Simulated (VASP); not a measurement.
# CoO (Pm-3m) in VASP: single point with PBE+U

Aim: the single point of CoO with PBE+U.

All numbers are computed with VASP 6.6.1; they aren't measurements. Logs are shortened: lines on timing, memory, paths and dates and some standing lists are left out, and cuts for length are marked.

### Step 1. The cell of the first run

The structure is cubic, space group Pm-3m (No. 221). The conventional cell has a = 2.616 Å, b = 2.616 Å, c = 2.616 Å, α = 90.00°, β = 90.00°, γ = 90.00°. Co (site symmetry m-3m) has 8 O at 2.27 Å and 6 Co at 2.62 Å within 3.0 Å. O (site symmetry m-3m) has 8 Co at 2.27 Å and 6 O at 2.62 Å within 3.0 Å.

### Step 2. Single point, PBE+U, collinear spin, antiferromagnetic start

Input file INCAR:

```
SYSTEM = CoO
PREC = Accurate
ENCUT = 520
EDIFF = 1E-6
ISMEAR = 0
SIGMA = 0.05
LREAL = .False.
LASPH = .True.
NELM = 150
ALGO = Normal
ISIF = 2
LWAVE = .False.
LCHARG = .True.
ISPIN = 2
MAGMOM = 3 -3 0 0
LORBIT = 11
LMAXMIX = 4
LDAU = .True.
LDAUTYPE = 2
LDAUL = 2 -1
LDAUU = 1 0
LDAUJ = 0 0
LDAUPRINT = 1
GGA = PE
LELF = .True.
LVHAR = .True.
NBANDS = 27
```

Input file KPOINTS:

```
Automatic mesh
0
Gamma
  16 16 8
  0 0 0
```

Input file POSCAR:

```
CoO
1.0
    2.6161540276      0.0000000000      0.0000000000
    0.0000000000      2.6161540276      0.0000000000
    0.0000000000      0.0000000000      5.2323080552
Co O
2 2
Direct
    0.0000000000      0.0000000000      0.0000000000
    0.0000000000      0.0000000000      0.5000000000
    0.5000000000      0.5000000000      0.2500000000
    0.5000000000      0.5000000000      0.7500000000
```

Potentials or basis: VASP PAW PBE potentials, release 64 (Co, O).

Started as:

```sh
$ cat potpaw_PBE.64/Co/POTCAR potpaw_PBE.64/O/POTCAR > POTCAR
$ mpirun -np 1 vasp_std > vasp.out
```

OUTCAR:

```text
SYSTEM = CoO
   PREC = Accurate
   ENCUT = 520
   EDIFF = 1E-6
   ISMEAR = 0
   LREAL = .False.
   LASPH = .True.
   NELM = 150
   ISIF = 2
   ISPIN = 2
   LORBIT = 11
   GGA = PE

 ion  position               nearest neighbor table
   1  0.000  0.000  0.000-   3 2.27   4 2.27   3 2.27   4 2.27   3 2.27   4 2.27   3 2.27   4 2.27
                             2 2.62   2 2.62
   2  0.000  0.000  0.500-   3 2.27   4 2.27   3 2.27   4 2.27   3 2.27   4 2.27   3 2.27   4 2.27
                             1 2.62   1 2.62
   3  0.500  0.500  0.250-   1 2.27   2 2.27   1 2.27   2 2.27   1 2.27   2 2.27   1 2.27   2 2.27

   4  0.500  0.500  0.750-   1 2.27   2 2.27   1 2.27   2 2.27   1 2.27   2 2.27   1 2.27   2 2.27

  LATTYP: Found a simple tetragonal cell.
 ALAT       =     2.6161540276
 C/A-ratio  =     2.0000000000

  Lattice vectors:

 A1 = (   2.6161540276,   0.0000000000,   0.0000000000)
 A2 = (   0.0000000000,   2.6161540276,   0.0000000000)
 A3 = (   0.0000000000,   0.0000000000,   5.2323080552)

Analysis of symmetry for initial positions (statically):
=====================================================================
 Subroutine PRICEL returns following result:

  LATTYP: Found a simple cubic cell.
 ALAT       =     2.6161540276
[... 12 lines left out ...]
 Subroutine GETGRP returns: Found 16 space group operations
 (whereof 16 operations were pure point group operations)
 out of a pool of 16 trial point group operations.

The static configuration has the point symmetry D_4h.

Analysis of symmetry for dynamics (positions and initial velocities):
=====================================================================
 Subroutine PRICEL returns following result:

  LATTYP: Found a simple cubic cell.
 ALAT       =     2.6161540276
[... 12 lines left out ...]
 Subroutine GETGRP returns: Found 16 space group operations
 (whereof 16 operations were pure point group operations)
 out of a pool of 16 trial point group operations.

The dynamic configuration has the point symmetry D_4h.

Analysis of structural, dynamic, and magnetic symmetry:
=====================================================================
 Subroutine PRICEL returns following result:

  LATTYP: Found a simple cubic cell.
 ALAT       =     2.6161540276
[... 12 lines left out ...]
 Subroutine GETGRP returns: Found 16 space group operations
 (whereof 16 operations were pure point group operations)
 out of a pool of 16 trial point group operations.

The overall configuration has the point symmetry D_4h.

 Subroutine INISYM returns: Found 16 space group operations
 (whereof 16 operations are pure point group operations),
 and found     2 'primitive' translations

----------------------------------------------------------------------------------------

                                     Primitive cell

  volume of cell :      17.9056

  direct lattice vectors                    reciprocal lattice vectors
     2.616154028  0.000000000  0.000000000     0.382240491  0.000000000  0.000000000
     0.000000000  2.616154028  0.000000000     0.000000000  0.382240491  0.000000000
     0.000000000  0.000000000  2.616154028     0.000000000  0.000000000  0.382240491

  length of vectors
     2.616154028  2.616154028  2.616154028     0.382240491  0.382240491  0.382240491

  position of ions in fractional coordinates (direct lattice)
     0.000000000  0.000000000  0.000000000
     0.500000000  0.500000000  0.500000000

  ion indices of the primitive-cell ions
   primitive index   ion index
[... 141 lines left out ...]
  o =  0.1662  v =  0.0000  0.0000  0.0000  0.0000  0.0000  0.0000  1.0000  0.0000 -0.0016  0.0000      0.0000  0.0000  0.0000  0.0000  0.0000  0.0000  0.0000  0.0000  0.0000  0.0000
  o =  0.1662  v =  0.0000  0.0000  0.0000  0.0000  0.0000  0.0000  0.0016 -0.0000  1.0000  0.0000      0.0000  0.0000  0.0000  0.0000  0.0000  0.0000  0.0000  0.0000  0.0000  0.0000
  o =  0.1785  v =  0.0000  0.0000  0.0000  0.0000  0.0000  1.0000  0.0000  0.0000  0.0000  0.0000      0.0000  0.0000  0.0000  0.0000  0.0000  0.0000  0.0000  0.0000  0.0000  0.0000
  o =  0.9293  v =  0.0000  0.0000  0.0000  0.0000  0.0000  0.0000  0.0000 -1.0000  0.0000 -0.0000      0.0000  0.0000  0.0000  0.0000  0.0000  0.0000  0.0000  0.0000  0.0000  0.0000
  o =  0.9386  v =  0.0000  0.0000  0.0000  0.0000  0.0000  0.0000 -0.0000 -0.0000 -0.0000  1.0000      0.0000  0.0000  0.0000  0.0000  0.0000  0.0000  0.0000  0.0000  0.0000  0.0000
  o =  0.9448  v =  0.0000  0.0000 -0.0000  0.0000 -1.0000  0.0000  0.0000  0.0000  0.0000  0.0000      0.0000  0.0000  0.0000  0.0000  0.0000  0.0000  0.0000  0.0000  0.0000  0.0000
  o =  0.9475  v =  0.0000 -0.0000 -1.0000 -0.0000  0.0000  0.0000  0.0000  0.0000  0.0000  0.0000      0.0000  0.0000  0.0000  0.0000  0.0000  0.0000  0.0000  0.0000  0.0000  0.0000
  o =  0.9713  v =  1.0000  0.0000  0.0000  0.0000  0.0000  0.0000  0.0000  0.0000  0.0000  0.0000      0.0000  0.0000  0.0000  0.0000  0.0000  0.0000  0.0000  0.0000  0.0000  0.0000
  o =  0.9737  v =  0.0000 -0.0300 -0.0000  0.9995  0.0000  0.0000  0.0000  0.0000  0.0000  0.0000      0.0000  0.0000  0.0000  0.0000  0.0000  0.0000  0.0000  0.0000  0.0000  0.0000
  o =  0.9737  v =  0.0000  0.9995 -0.0000  0.0300  0.0000  0.0000  0.0000  0.0000  0.0000  0.0000      0.0000  0.0000  0.0000  0.0000  0.0000  0.0000  0.0000  0.0000  0.0000  0.0000

atom =   2  type =  1  l = 2

 onsite density matrix

spin component  1

  0.1785  0.0000 -0.0000 -0.0000  0.0000
  0.0000  0.1662 -0.0000 -0.0000 -0.0000
 -0.0000 -0.0000  0.9293  0.0000 -0.0000
 -0.0000 -0.0000  0.0000  0.1662 -0.0000
  0.0000 -0.0000 -0.0000 -0.0000  0.9386

spin component  2

  0.9713  0.0000  0.0000  0.0000  0.0000
  0.0000  0.9737  0.0000  0.0000  0.0000
  0.0000  0.0000  0.9475  0.0000  0.0000
  0.0000  0.0000  0.0000  0.9737  0.0000
  0.0000  0.0000  0.0000  0.0000  0.9448

 occupancies and eigenvectors

  o =  0.1662  v =  0.0000 -0.8222 -0.0000 -0.5692 -0.0000  0.0000  0.0000  0.0000  0.0000  0.0000      0.0000  0.0000  0.0000  0.0000  0.0000  0.0000  0.0000  0.0000  0.0000  0.0000
  o =  0.1662  v =  0.0000  0.5692  0.0000 -0.8222 -0.0000  0.0000  0.0000  0.0000  0.0000  0.0000      0.0000  0.0000  0.0000  0.0000  0.0000  0.0000  0.0000  0.0000  0.0000  0.0000
  o =  0.1785  v =  1.0000  0.0000  0.0000  0.0000  0.0000  0.0000  0.0000  0.0000  0.0000  0.0000      0.0000  0.0000  0.0000  0.0000  0.0000  0.0000  0.0000  0.0000  0.0000  0.0000
  o =  0.9293  v =  0.0000  0.0000 -1.0000  0.0000 -0.0000  0.0000  0.0000  0.0000  0.0000  0.0000      0.0000  0.0000  0.0000  0.0000  0.0000  0.0000  0.0000  0.0000  0.0000  0.0000
  o =  0.9386  v =  0.0000  0.0000  0.0000  0.0000 -1.0000  0.0000  0.0000  0.0000  0.0000  0.0000      0.0000  0.0000  0.0000  0.0000  0.0000  0.0000  0.0000  0.0000  0.0000  0.0000
  o =  0.9448  v =  0.0000  0.0000  0.0000  0.0000  0.0000  0.0000  0.0000  0.0000 -0.0000 -1.0000      0.0000  0.0000  0.0000  0.0000  0.0000  0.0000  0.0000  0.0000  0.0000  0.0000
  o =  0.9475  v =  0.0000  0.0000  0.0000  0.0000  0.0000  0.0000 -0.0000 -1.0000  0.0000 -0.0000      0.0000  0.0000  0.0000  0.0000  0.0000  0.0000  0.0000  0.0000  0.0000  0.0000
  o =  0.9713  v =  0.0000  0.0000  0.0000  0.0000  0.0000  1.0000  0.0000  0.0000  0.0000  0.0000      0.0000  0.0000  0.0000  0.0000  0.0000  0.0000  0.0000  0.0000  0.0000  0.0000
  o =  0.9737  v =  0.0000  0.0000  0.0000  0.0000  0.0000  0.0000 -0.0787 -0.0000 -0.9969  0.0000      0.0000  0.0000  0.0000  0.0000  0.0000  0.0000  0.0000  0.0000  0.0000  0.0000
  o =  0.9737  v =  0.0000  0.0000  0.0000  0.0000  0.0000  0.0000 -0.9969  0.0000  0.0787 -0.0000      0.0000  0.0000  0.0000  0.0000  0.0000  0.0000  0.0000  0.0000  0.0000  0.0000

 number of electron      29.9999990 magnetization      -0.0000000

 Free energy of the ion-electron system (eV)
  ---------------------------------------------------
  ext. energy  EPLUGINS =         0.00000000
  ---------------------------------------------------
  free energy    TOTEN  =       -24.27337453 eV

  energy without entropy =      -24.27337453  energy(sigma->0) =      -24.27337453

 E-fermi :   8.9171     XC(G=0): -12.9603

 val. band max:        8.6424389944   @ k =   0.5000   0.5000   0.0000
 cond. band min:       9.3895785254   @ k =   0.3125   0.0000   0.5000
 fundamental gap:      0.7471395310
 Fermi energy:         8.9171053233

 spin component 1

 k-point     1 :       0.0000    0.0000    0.0000
  band No.  band energies     occupation
      1     -11.3026      1.00000
      2     -10.0148      1.00000
      3       0.3172      1.00000
      4       4.3269      1.00000
      5       4.3269      1.00000
      6       4.5346      1.00000
[... 1433 lines left out ...]
     26      26.3883      0.00000
     27      27.1973      0.00000

 [... further k-points ...]

------------------------ aborting loop because EDIFF is reached ----------------------------------------

  FORCE on cell =-STRESS in cart. coord.  units (eV):
  Direction    XX          YY          ZZ          XY          YZ          ZX
  --------------------------------------------------------------------------------------
  -------------------------------------------------------------------------------------
  Total       -0.0251321     -0.0251321      0.4470438      0.0000000      0.0000000      0.0000000
  in kB       -1.1243980     -1.1243980     20.0004926      0.0000000      0.0000000      0.0000000
  external PRESSURE =       5.9172322 kB  Pullay stress =       0.0000000 kB

 VOLUME and BASIS-vectors are now :
 -----------------------------------------------------------------------------
  energy-cutoff  :      520.00
  volume of cell :       35.81
      direct lattice vectors                 reciprocal lattice vectors
     2.616154028  0.000000000  0.000000000     0.382240491  0.000000000  0.000000000
     0.000000000  2.616154028  0.000000000     0.000000000  0.382240491  0.000000000
     0.000000000  0.000000000  5.232308055     0.000000000  0.000000000  0.191120245

 POSITION                                       TOTAL-FORCE (eV/Angst)
 -----------------------------------------------------------------------------------
      0.00000      0.00000      0.00000         0.000000      0.000000     -0.000000
      0.00000      0.00000      2.61615         0.000000      0.000000     -0.000000
      1.30808      1.30808      1.30808         0.000000     -0.000000     -0.000000
      1.30808      1.30808      3.92423         0.000000     -0.000000      0.000000
 -----------------------------------------------------------------------------------
    total drift:                                0.000000      0.000000      0.000000

  FREE ENERGIE OF THE ION-ELECTRON SYSTEM (eV)
  ---------------------------------------------------
  free  energy   TOTEN  =       -24.2733745250 eV

  energy  without entropy=      -24.2733745250  energy(sigma->0) =      -24.27337453

 total charge

# of ion       s       p       d       tot
------------------------------------------
    1        0.291   0.346   7.167   7.804
    2        0.291   0.346   7.167   7.804
    3        1.578   3.361   0.000   4.939
    4        1.578   3.361   0.000   4.939
--------------------------------------------------
tot          3.738   7.414  14.333  25.485

 magnetization (x)

# of ion       s       p       d       tot
------------------------------------------
    1        0.003  -0.002   2.433   2.435
    2       -0.003   0.002  -2.433  -2.435
    3        0.000   0.000   0.000   0.000
    4        0.000   0.000   0.000   0.000
--------------------------------------------------
tot          0.000   0.000   0.000   0.000
```

Wall time 4.5 min (1 thread of Intel Xeon Platinum 8488C (Sapphire Rapids), shared host); peak memory 0.39 GiB.

Results:

* Free energy: -24.2734 eV
* Pressure: 0.6 GPa
* Band gap on the k mesh: 0.75 eV
* Net moment: 0.00 μB per cell
* Site moments: Co +2.44, -2.44; O +0.00 μB
* Valence electrons inside the program's atomic spheres: Co 7.80; O 4.94

Eigenvalues of the final occupation matrices:
```
    site  spin  trace               eigenvalues
site 1 d     1   4.81  0.94 0.95 0.97 0.97 0.97
site 1 d     2   2.38  0.17 0.17 0.18 0.93 0.94
site 2 d     1   2.38  0.17 0.17 0.18 0.93 0.94
site 2 d     2   4.81  0.94 0.95 0.97 0.97 0.97
```

Caveat: semilocal functionals underestimate gaps, and a narrow one can read as zero.
